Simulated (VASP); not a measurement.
**K2Cl: single point with PBE**

The system is K2Cl.

```
K Cl
1.0
     3.99182    0.00000    0.00000
     0.00000    3.99182    0.00000
     0.00000    0.00000   14.95296
K Cl
4 2
Direct
  0.00000 0.50000 0.86412
  0.50000 0.00000 0.36412
  0.50000 0.00000 0.63588
  0.00000 0.50000 0.13588
  0.00000 0.00000 0.75000
  0.00000 0.00000 0.25000
```

```json
{
  "Program": "VASP 6.6.1",
  "Task": "single point",
  "Functional": "PBE",
  "Potentials or basis": "VASP PAW PBE potentials, release 64 (K_sv, Cl)",
  "Cutoff": "520 eV",
  "k mesh": "4 × 4 × 2",
  "Occupations": "gaussian, width 0.1 eV",
  "Spin": "no spin polarisation"
}
```

```json
{
  "Pressure": "7.6 GPa",
  "Largest force": "1.877 eV/Å",
  "Band gap on the k mesh": "zero (band 25 reaches 3.44 eV, above the bottom of band 26 at 0.52 eV)"
}
```

Forces in eV/Å, atoms in the order of the input:
```
K    0.000  0.000  1.877
K    0.000  0.000  1.877
K    0.000  0.000 -1.877
K    0.000  0.000 -1.877
Cl   0.000  0.000  0.000
Cl   0.000  0.000  0.000
```

Stress tensor (GPa, compression positive):
```
6.73 0.00 0.00
0.00 6.73 0.00
0.00 0.00 9.24
```

Levels at points of the mesh, in eV from the Fermi level:
```tsv
k point	band 23	band 24	band 25	band 26	band 27	band 28
(0.00, 0.00, 0.00)	-5.24	-5.24	-1.43	-0.89	0.05	1.34
(0.50, 0.00, 0.00)	-5.20	-5.20	0.67	0.69	0.96	1.49
(0.50, 0.50, 0.00)	-5.18	-5.18	1.67	1.72	1.77	1.77
(0.00, 0.00, 0.50)	-5.24	-5.24	-1.22	-1.22	0.61	0.61
(0.50, 0.00, 0.50)	-5.20	-5.20	0.68	0.71	0.95	1.44
(0.50, 0.50, 0.50)	-5.18	-5.18	1.69	1.69	1.78	1.78
```

It took 3.4 min on 1 thread of AMD EPYC 7R13 Processor (Zen 3), with other jobs on the host, peak memory 0.27 GiB.

Caveat: the k points lie up to 0.39 Å⁻¹ apart; forces of over 1 eV/Å act on the atoms, so gaps and moduli don't describe the material at rest.
